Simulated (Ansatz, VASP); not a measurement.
**One calculation of SnTe, two programs**

Contents of INCAR:

```
SYSTEM = SnTe
PREC = Accurate ; ENCUT = 520
EDIFF = 1E-6 ; ISMEAR = 0
SIGMA = 0.03 ; LREAL = .False.
LASPH = .True. ; NELM = 60
ALGO = Normal ; ISIF = 2
LWAVE = .False. ; LCHARG = .False.
GGA = PE ; NBANDS = 17
```

The input KPOINTS:

```
regular mesh
0
Gamma
  10 10 10
  0 0 0
```

Contents of POSCAR:

```
SnTe
1.0
    0.0000000000      3.2511950000      3.1565000000
    3.2511950000      0.0000000000      3.1565000000
    3.2511950000      3.2511950000      0.0000000000
Sn Te
1 1
Direct
    0.0000000000      0.0000000000      0.0000000000
    0.5000000000      0.5000000000      0.5000000000
```

Input for Ansatz:

```yaml
crystal:
  lattice:
    - [0.0, 3.251195, 3.1565]
    - [3.251195, 0.0, 3.1565]
    - [3.251195, 3.251195, 0.0]
  atoms:
    - { symbol: Sn, position: [0.0, 0.0, 0.0] }
    - { symbol: Te, position: [0.5, 0.5, 0.5] }
basis:
  ecutwfc: 420
kpoints:
  mp_grid: { grid: [10, 10, 10] }
hamiltonian:
  xc: pbe
scf:
  occupations: { method: gaussian, width: 0.03 }
output:
  forces: true
  stress: true
  eigenvalues: true
  write_density: true
  write_potential: true
  elf: true
  volumetric_format: npy
```

Change from the starting cell: strain +0.0300 x Voigt [1, 1, 0, 0, 0, 0], atoms carried along.

Alike in both runs: task single point; functional PBE; k mesh 10 × 10 × 10; occupations gaussian, width 0.03 eV; no spin polarisation.

|  | VASP | Ansatz |
| --- | --- | --- |
| version | VASP 6.6.1 | Ansatz 0.2.0 |
| potentials or method | VASP PAW PBE potentials, release 64 (Sn_d, Te), cutoff 520 eV | scalar-relativistic, plane waves, PAW |
| valence electrons in the cell | 20 | 30 |

```csv
,VASP,Ansatz,Ansatz less VASP
gap on the k mesh at the Fermi level (eV),0.05,0.05,+0.001
least direct gap on the mesh (eV),0.05,0.05,+0.001
pressure (GPa),-0.5,-0.4,+0.07
"traceless stress, the component that is largest in VASP (GPa)",2.20,2.20,-0.002
```

The functional is the same, so the differences come from potentials, cutoffs and numerics. VASP's potentials hold 20 valence electrons a cell and Ansatz's 30, so a difference there can come from the potentials and not from the codes.

Spin-orbit coupling is off throughout.
